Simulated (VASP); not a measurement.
**Mo: single point with PBEsol**

Mo:

```
Mo
1.0
     2.62013    0.00000    0.00000
    -1.31006    2.26910    0.00000
     0.00000    0.00000    4.62172
Mo
2
Cartesian
  0.0000 1.5127 1.1554
  1.3101 0.7564 3.4663
```

This isn't the form of Mo at room conditions, which is bcc.

```json
{"Program": "VASP 6.6.1", "Task": "single point", "Functional": "PBEsol", "Potentials or basis": "VASP PAW PBE potentials, release 64 (Mo_sv)", "Cutoff": "520 eV", "k mesh": "15 × 15 × 8", "Occupations": "fermi-dirac, width 0.1 eV", "Spin": "no spin polarisation"}
```

* Pressure: 43.4 GPa
* Band gap on the k mesh: zero (bands 14 and 15 overlap by 2.38 eV)

Stress tensor (GPa, compression positive):
```
45.74  0.00  0.00
 0.00 45.74  0.00
 0.00  0.00 38.87
```

Levels at points of the mesh, in eV from the Fermi level:
```tsv
k point	band 11	band 12	band 13	band 14	band 15	band 16	band 17	band 18
(0.00, 0.00, 0.00)	-2.10	-0.92	-0.92	-0.26	-0.26	1.22	1.64	1.64
(0.00, 0.00, 0.50)	-2.13	-2.13	-0.88	-0.88	-0.88	-0.88	3.32	3.32
```

It took 87 s on 1 thread of Intel Xeon 8259CL (shared host), peak memory 0.18 GiB.

Caveat: the stress differs along the axes, from 39 to 46 GPa; the PAW data sets were made with another functional, which shifts forces and pressure a little.
